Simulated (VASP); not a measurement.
Wanted: the native input for a VASP 6.6.1 run.

| Item | Value |
| --- | --- |
| Task | single point |
| Functional | PBE |
| Potentials or basis | VASP PAW PBE potentials, release 64 (Si) |
| Cutoff | 520 eV |
| k mesh | 6 × 4 × 4 |
| Occupations | gaussian, width 0.1 eV |
| Spin | no spin polarisation |
| Dipole correction | no |
| Further INCAR settings | ALGO = Normal; EDIFF = 1e-06; NBANDS = 21 |

The structure of Si lies in POSCAR:

```
Si
1.0
    3.6489597100      0.0000000000      0.0000000000
    0.0000000000      5.6881648000      0.0000000000
    0.0000000000      0.0000000000      5.2983109800
Si
6
Direct
    0.7500000000      0.3046198400      0.1196049900
    0.2500000000      0.6953801600      0.8803950100
    0.2500000000      0.3046198400      0.8803950100
    0.7500000000      0.6953801600      0.1196049900
    0.2500000000      0.0000000000      0.6189374900
    0.7500000000      0.0000000000      0.3810625100
```

These files were run (other wordings do the same):

INCAR

```
SYSTEM = Si
PREC = Accurate
ENCUT = 520
EDIFF = 1E-6
ISMEAR = 0
SIGMA = 0.1
LREAL = .FALSE.
LASPH = .TRUE.
NELM = 60
ALGO = Normal
ISIF = 2
LWAVE = .FALSE.
LCHARG = .FALSE.
GGA = PE
NBANDS = 21
```

KPOINTS

```
Automatic mesh
0
G
  6 4 4
  0 0 0
```

Potentials or basis: VASP PAW PBE potentials, release 64 (Si).

Run with:

```bash
$ cat potpaw_PBE.64/Si/POTCAR > POTCAR
$ mpirun -np 1 vasp_std > vasp.out
```

Results of the run:

```
Pressure               : 23.3 GPa
Largest force          : 1.396 eV/Å
Band gap on the k mesh : zero (band 12 reaches 7.07 eV, above the bottom of band 13 at 6.62 eV)
```

Caveat: forces of over 1 eV/Å act on the atoms, so gaps and moduli don't describe the material at rest.

Run time: 66 s on 1 thread of Intel(R) Xeon(R) Platinum 8259CL CPU @ 2.50GHz (Skylake/Cascade Lake) (shared host), peak memory 0.22 GiB.
